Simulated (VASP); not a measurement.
Set up this calculation in VASP 6.6.1, as the native input.

- Task: single point
- Functional: PBE
- Potentials or basis: VASP PAW PBE potentials, release 64 (W_sv, Se)
- Cutoff: 520 eV
- k mesh: 12 × 12 × 2
- Occupations: gaussian, width 0.02 eV
- Spin: no spin polarisation
- Dipole correction: no
- Further INCAR settings: ALGO = Normal; EDIFF = 1e-06; NBANDS = 35

The structure of WSe2 lies in POSCAR:

```
WSe2
1.0
    3.3206943820      0.0000000000      0.0000000000
   -1.6603471910      2.8758056930      0.0000000000
    0.0000000000      0.0000000000     15.2574569951
W Se
2 4
Direct
    0.3333333333      0.6666666667      0.2500000000
    0.6666666667      0.3333333333      0.7500000000
    0.3333333333      0.6666666667      0.6400208772
    0.6666666667      0.3333333333      0.1400208772
    0.3333333333      0.6666666667      0.8599791228
    0.6666666667      0.3333333333      0.3599791228
```

These files were run (other wordings do the same):

INCAR

```
SYSTEM = WSe2
  PREC = Accurate
  ENCUT = 520
  EDIFF = 1E-6
  ISMEAR = 0
  SIGMA = 0.02
  LREAL = .FALSE.
  LASPH = .TRUE.
  NELM = 60
  ALGO = Normal
  ISIF = 2
  LWAVE = .FALSE.
  LCHARG = .TRUE.
  GGA = PE
  LELF = .TRUE.
  LVHAR = .TRUE.
  NBANDS = 35
```

KPOINTS

```
Automatic mesh
0
G
  12 12 2
  0 0 0
```

Potentials or basis: VASP PAW PBE potentials, release 64 (W_sv, Se).

Launch:

```console
$ cat potpaw_PBE.64/W_sv/POTCAR potpaw_PBE.64/Se/POTCAR > POTCAR
$ mpirun -np 1 vasp_std > vasp.out
```

It gave:

```yaml
Pressure: 0.3 GPa
Largest_force: 0.048 eV/Å
Band_gap_on_the_k_mesh: 1.48 eV, indirect (least direct gap 1.52 eV)
```

Caveat: spin-orbit coupling is left out, which moves the levels of the heavy elements; this functional lacks dispersion, which binds the layers, so the pressure and a relaxed spacing across them are unreliable.

Run time: 2 min on 1 thread of Intel(R) Xeon(R) 6975P-C (Granite Rapids), with other jobs on the host, peak memory 0.37 GiB.
